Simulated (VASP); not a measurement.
A run of VASP 6.6.1 is set up as follows.

INCAR

```
PREC     = Accurate       # precision mode
ENCUT    = 520            # plane-wave cutoff, eV
EDIFF    = 1E-7           # SCF threshold, eV
ISMEAR   = -1             # smearing method
SIGMA    = 0.02           # smearing width, eV
LREAL    = F              # projectors in reciprocal space
LASPH    = T              # aspherical terms in the spheres
NELM     = 60             # most SCF steps
ALGO     = Normal         # electronic algorithm
ISIF     = 2              # what is computed and relaxed
LWAVE    = F              # write WAVECAR
LCHARG   = F              # write CHGCAR
GGA      = PE             # functional
NBANDS   = 44             # bands
```

KPOINTS

```
Automatic mesh
0
Gamma
  5 5 4
```

File POSCAR:

```
SiO2
1.0
    4.9501000000      0.0000000000      0.0000000000
    0.0000000000      4.9501000000      0.0000000000
    0.0000000000      0.0000000000      6.8760000000
Si O
4 8
Direct
    0.3075902681      0.3075902681      0.0000000000
    0.1924097319      0.8075902681      0.2500000000
    0.6924097319      0.6924097319      0.5000000000
    0.8075902681      0.1924097319      0.7500000000
    0.2354650881      0.1212398621      0.1876772720
    0.3787601379      0.7354650881      0.4376772720
    0.7645349119      0.8787601379      0.6876772720
    0.6212398621      0.2645349119      0.9376772720
    0.7354650881      0.3787601379      0.5623227280
    0.8787601379      0.7645349119      0.3123227280
    0.2645349119      0.6212398621      0.0623227280
    0.1212398621      0.2354650881      0.8123227280
```

Potentials or basis: VASP PAW PBE potentials, release 64 (Si, O).

Launch:

```bash
$ cat potpaw_PBE.64/Si/POTCAR potpaw_PBE.64/O/POTCAR > POTCAR
$ mpirun -np 1 vasp_std > vasp.out
```

(1) Predict the largest force.

(2) Estimate the pressure.

(3) What does it give for the band gap on the k mesh?

Answers

(1) 0.023 eV/Å.

(2) 1.7 GPa.

(3) 5.65 eV.
